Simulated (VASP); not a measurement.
# SnSe (Fm-3m) in VASP: notebook

Aim: see how the results for SnSe move with the level of theory and the settings. Levels: PBE, r2SCAN. Tasks: single point, relaxation of cell and atoms.

Program: VASP 6.6.1. These are calculated values, not measurements. Logs are shortened: lines on timing, memory, paths and dates and some standing lists are left out, and cuts for length are marked.

### 1 The cell of the first run

It takes space group Fm-3m (No. 225, cubic). The conventional cell has a = 6.181 Å, b = 6.181 Å, c = 6.181 Å, α = 90.00°, β = 90.00°, γ = 90.00°. Sn (site symmetry m-3m) has 6 Se at 3.09 Å within 4.1 Å. Within 4.1 Å of Se (site symmetry m-3m) lie 6 Sn at 3.09 Å.

### 2 Single point, PBE (volume scaled by 1.06)

The input, INCAR:

```
  ALGO = Normal
  EDIFF = 1E-6
  ENCUT = 520
  GGA = PE
  ISIF = 2
  ISMEAR = 0
  LASPH = True
  LCHARG = False
  LREAL = False
  LWAVE = False
  NBANDS = 17
  NELM = 80
  PREC = Accurate
  SIGMA = 0.02
```

The input, KPOINTS:

```
k-points
0
Gamma
  10 10 10
```

The input, POSCAR:

```
SnSe
1.0
    0.0000000000      3.0902535803      3.0902535803
    3.0902535803      0.0000000000      3.0902535803
    3.0902535803      3.0902535803      0.0000000000
Sn Se
1 1
Direct
    0.0000000000      0.0000000000      0.0000000000
    0.5000000000      0.5000000000      0.5000000000
```

Potentials or basis: VASP PAW PBE potentials, release 64 (Sn_d, Se).

Launch:

```
cat potpaw_PBE.64/Sn_d/POTCAR potpaw_PBE.64/Se/POTCAR > POTCAR
mpirun -np 1 vasp_std > vasp.out
```

OUTCAR:

```text
EDIFF = 1E-6
   ENCUT = 520
   GGA = PE
   ISIF = 2
   ISMEAR = 0
   LASPH = True
   LREAL = False
   NELM = 80
   PREC = Accurate

 ion  position               nearest neighbor table
   1  0.000  0.000  0.000-   2 3.09   2 3.09   2 3.09   2 3.09   2 3.09   2 3.09
   2  0.500  0.500  0.500-   1 3.09   1 3.09   1 3.09   1 3.09   1 3.09   1 3.09

  LATTYP: Found a face centered cubic cell.
 ALAT       =     6.1805071606

  Lattice vectors:

 A1 = (   0.0000000000,   3.0902535803,   3.0902535803)
 A2 = (   3.0902535803,   0.0000000000,   3.0902535803)
 A3 = (   3.0902535803,   3.0902535803,   0.0000000000)

Analysis of symmetry for initial positions (statically):
=====================================================================
 Subroutine PRICEL returns:
 Original cell was already a primitive cell.

 Routine SETGRP: Setting up the symmetry group for a
 face centered cubic supercell.

 Subroutine GETGRP returns: Found 48 space group operations
 (whereof 48 operations were pure point group operations)
 out of a pool of 48 trial point group operations.

The static configuration has the point symmetry O_h .

Analysis of symmetry for dynamics (positions and initial velocities):
=====================================================================
 Subroutine PRICEL returns:
 Original cell was already a primitive cell.

 Routine SETGRP: Setting up the symmetry group for a
 face centered cubic supercell.

 Subroutine GETGRP returns: Found 48 space group operations
 (whereof 48 operations were pure point group operations)
 out of a pool of 48 trial point group operations.

The dynamic configuration has the point symmetry O_h .

 Subroutine INISYM returns: Found 48 space group operations
 (whereof 48 operations are pure point group operations),
 and found     1 'primitive' translations

----------------------------------------------------------------------------------------

                                     Primitive cell

  volume of cell :      59.0218

  direct lattice vectors                    reciprocal lattice vectors
     0.000000000  3.090253580  3.090253580    -0.161799020  0.161799020  0.161799020
     3.090253580  0.000000000  3.090253580     0.161799020 -0.161799020  0.161799020
     3.090253580  3.090253580  0.000000000     0.161799020  0.161799020 -0.161799020

  length of vectors
     4.370278524  4.370278524  4.370278524     0.280244123  0.280244123  0.280244123

  position of ions in fractional coordinates (direct lattice)
[... 79 lines left out ...]
   EDIFF  = 0.1E-05   stopping-criterion for ELM
   LREAL  =      F    real-space projection
   EDIFFG = 0.1E-04   stopping-criterion for IOM
   NSW    =      0    number of steps for IOM
   IBRION =     -1    ionic relax: 0-MD 1-quasi-New 2-CG
   NFREE  =      0    steps in history (QN), initial steepest desc. (CG)
   ISIF   =      2    stress and relaxation
   ISYM   =      2    0-nonsym 1-usesym 2-fastsym
   POTIM  = 0.5000    time-step for ionic-motion
   TEBEG  =    0.0;   TEEND  =   0.0 temperature during run
   PSTRESS=    0.0 pullay stress
   NELECT =      20.0000    total number of electrons
   NUPDOWN=      -1.0000    fix difference up-down
   EMIN   =  10.00;   EMAX   =-10.00  energy-range for DOS
   EFERMI =   0.00;   METHOD = LEGACY
   ISMEAR =     0;   SIGMA  =   0.02  broadening in eV -4-tet -1-fermi 0-gaus
   EFERMI_NEDOS =   21; number of points for ismear=-14 and -15
   IALGO  =     38    algorithm
   IMIX   =      4    mixing-type and parameters
     AMIX     =   0.40;   BMIX     =  1.00
     AMIX_MAG =   1.60;   BMIX_MAG =  1.00
  volume/ion in A,a.u.               =      29.51       199.15
  Fermi-wavevector in a.u.,A,eV,Ry     =   1.141337  2.156815 17.723643  1.302651
  Thomas-Fermi vector in A             =   2.278038
   LORBIT       =      0    0 simple, 1 ext, 2 COOP (PROOUT), +10 PAW based schemes
   GGA     = PE    functional components
   LHFCALC =     F    Hartree Fock is set to
   AEXX    =    0.0000 exact exchange contribution
   IVDW    =     0    specifies the selected vdW correction
   LEPSILON=     F    determine dielectric tensor
   LRPA    =     F    only Hartree local field effects (RPA)
 non-spin polarized calculation
 Gauss-broadening in eV      SIGMA  =   0.02
  energy-cutoff  :      520.00
  volume of cell :       59.02
 maximum number of plane-waves:      1639
 NGX is ok and might be reduce to    36
   NGX = 17   NGY = 17   NGZ = 17

 number of electron      20.0000001 magnetization

 Free energy of the ion-electron system (eV)
  ---------------------------------------------------
  ext. energy  EPLUGINS =         0.00000000
  ---------------------------------------------------
  free energy    TOTEN  =        -8.18983736 eV

  energy without entropy =       -8.18983736  energy(sigma->0) =       -8.18983736

 E-fermi :   4.9447     XC(G=0):  -9.2424

 val. band max:        4.7953232657   @ k =   0.5000   0.0000   0.0000
 cond. band min:       5.0587719721   @ k =   0.5000   0.0000   0.0000
 fundamental gap:      0.2634487064
 Fermi energy:         4.9447342022

 k-point     1 :       0.0000    0.0000    0.0000
  band No.  band energies     occupation
      1     -16.8928      2.00000
      2     -16.8928      2.00000
      3     -16.8928      2.00000
      4     -16.8878      2.00000
      5     -16.8878      2.00000
      6      -8.6092      2.00000
[... 457 lines left out ...]
      4     -16.8834      2.00000
      5     -16.8821      2.00000
      6      -7.8428      2.00000
[... 9 lines left out ...]
     16      15.0406      0.00000
     17      15.8548      0.00000

 [... further k-points ...]

------------------------ aborting loop because EDIFF is reached ----------------------------------------

  FORCE on cell =-STRESS in cart. coord.  units (eV):
  Direction    XX          YY          ZZ          XY          YZ          ZX
  --------------------------------------------------------------------------------------
  -------------------------------------------------------------------------------------
  Total       -0.9324593     -0.9324593     -0.9324593      0.0000000      0.0000000      0.0000000
  in kB      -25.3120967    -25.3120967    -25.3120967      0.0000000      0.0000000      0.0000000
  external PRESSURE =     -25.3120967 kB  Pullay stress =       0.0000000 kB

 VOLUME and BASIS-vectors are now :
 -----------------------------------------------------------------------------
  energy-cutoff  :      520.00
  volume of cell :       59.02
      direct lattice vectors                 reciprocal lattice vectors
     0.000000000  3.090253580  3.090253580    -0.161799020  0.161799020  0.161799020
     3.090253580  0.000000000  3.090253580     0.161799020 -0.161799020  0.161799020
     3.090253580  3.090253580  0.000000000     0.161799020  0.161799020 -0.161799020

 POSITION                                       TOTAL-FORCE (eV/Angst)
 -----------------------------------------------------------------------------------
      0.00000      0.00000      0.00000         0.000000      0.000000     -0.000000
      3.09025      3.09025      3.09025        -0.000000      0.000000      0.000000
 -----------------------------------------------------------------------------------
    total drift:                               -0.000000      0.000000      0.000000

  FREE ENERGIE OF THE ION-ELECTRON SYSTEM (eV)
  ---------------------------------------------------
  free  energy   TOTEN  =        -8.1898373640 eV

  energy  without entropy=       -8.1898373640  energy(sigma->0) =       -8.18983736
```

OSZICAR:

```text
N       E                     dE             d eps       ncg     rms          rms(c)
DAV:   1     0.130669520302E+03    0.13067E+03   -0.98577E+03  1616   0.141E+03
DAV:   2     0.487046500859E+01   -0.12580E+03   -0.12186E+03  1695   0.336E+02
DAV:   3    -0.807268792142E+01   -0.12943E+02   -0.12747E+02  1981   0.942E+01
DAV:   4    -0.841816111488E+01   -0.34547E+00   -0.34520E+00  1903   0.162E+01
DAV:   5    -0.842799352216E+01   -0.98324E-02   -0.98320E-02  2302   0.276E+00    0.279E+00
DAV:   6    -0.818719275473E+01    0.24080E+00   -0.63574E-01  2185   0.425E+00    0.157E+00
DAV:   7    -0.818735893549E+01   -0.16618E-03   -0.95850E-02  1809   0.134E+00    0.866E-01
DAV:   8    -0.819004868075E+01   -0.26897E-02   -0.11093E-02  1875   0.881E-01    0.143E-01
DAV:   9    -0.818971850743E+01    0.33017E-03   -0.19091E-03  2186   0.309E-01    0.672E-02
DAV:  10    -0.818982786409E+01   -0.10936E-03   -0.24916E-04  1909   0.862E-02    0.151E-02
DAV:  11    -0.818983678097E+01   -0.89169E-05   -0.17361E-05  2063   0.345E-02    0.303E-03
DAV:  12    -0.818983736397E+01   -0.58301E-06   -0.14614E-06  1920   0.122E-02
   1 F= -.81898374E+01 E0= -.81898374E+01  d E =-.342717E-18
```

stdout:

```text
POSCAR found type information on POSCAR SnSe
 POSCAR found :  2 types and       2 ions
 scaLAPACK will be used
 LDA part: xc-table for (Slater+PW92), standard interpolation
 POSCAR, INCAR and KPOINTS ok, starting setup
 FFT: planning ... GRIDC
 FFT: planning ... GRID_SOFT
 FFT: planning ... GRID
 WAVECAR not read
 entering main loop
```

Wall time 20 s (1 thread of Intel Xeon Platinum 8559C (Emerald Rapids), shared host); peak memory 0.22 GiB.

Results:

* Free energy: -8.1898 eV
* Pressure: -2.5 GPa
* Band gap on the k mesh: 0.26 eV, direct

Caveat: spin-orbit coupling is left out, which moves the levels of the heavy elements. A k mesh can miss the band edges.

### 3 Single point, PBE (volume scaled by 1.10)

The input, INCAR:

```
SYSTEM = SnSe
  ALGO = Normal
  EDIFF = 1E-7
  ENCUT = 520
  GGA = PE
  ISIF = 2
  ISMEAR = 0
  LASPH = .True.
  LCHARG = .False.
  LREAL = .False.
  LWAVE = .False.
  NBANDS = 17
  NELM = 100
  PREC = Accurate
  SIGMA = 0.02
```

The input, KPOINTS:

```
k-points
0
Gamma
  10 10 10
  0 0 0
```

The input, POSCAR:

```
SnSe
1.0
    0.0000000000      3.1286457492      3.1286457492
    3.1286457492      0.0000000000      3.1286457492
    3.1286457492      3.1286457492      0.0000000000
Sn Se
1 1
Direct
    0.0000000000      0.0000000000      0.0000000000
    0.5000000000      0.5000000000      0.5000000000
```

Potentials or basis: VASP PAW PBE potentials, release 64 (Sn_d, Se).

Launch:

```
cat potpaw_PBE.64/Sn_d/POTCAR potpaw_PBE.64/Se/POTCAR > POTCAR
mpirun -np 1 vasp_std > vasp.out
```

Run time: 23 s. Hardware: 1 thread of Intel Xeon Platinum 8559C (Emerald Rapids), shared host; peak memory 0.22 GiB.

The run converged. Its results:

- Free energy: -8.1461 eV
- Pressure: -3.8 GPa
- Band gap on the k mesh: 0.13 eV, direct

Levels at points of the mesh, in eV from the valence-band top:
```
           k point  band 8  band 9  band 10  band 11  band 12  band 13
(0.00, 0.00, 0.00)   -1.94   -1.94    -1.94     3.82     3.82     3.82
(0.50, 0.00, 0.00)   -1.71   -1.71     0.00     0.13     1.23     1.23
(0.50, 0.50, 0.00)   -4.77   -3.18    -3.18     3.33     4.66     4.66
```

Caveat: spin-orbit coupling is left out, which moves the levels of the heavy elements.

(Continued in part 2 of 2.)
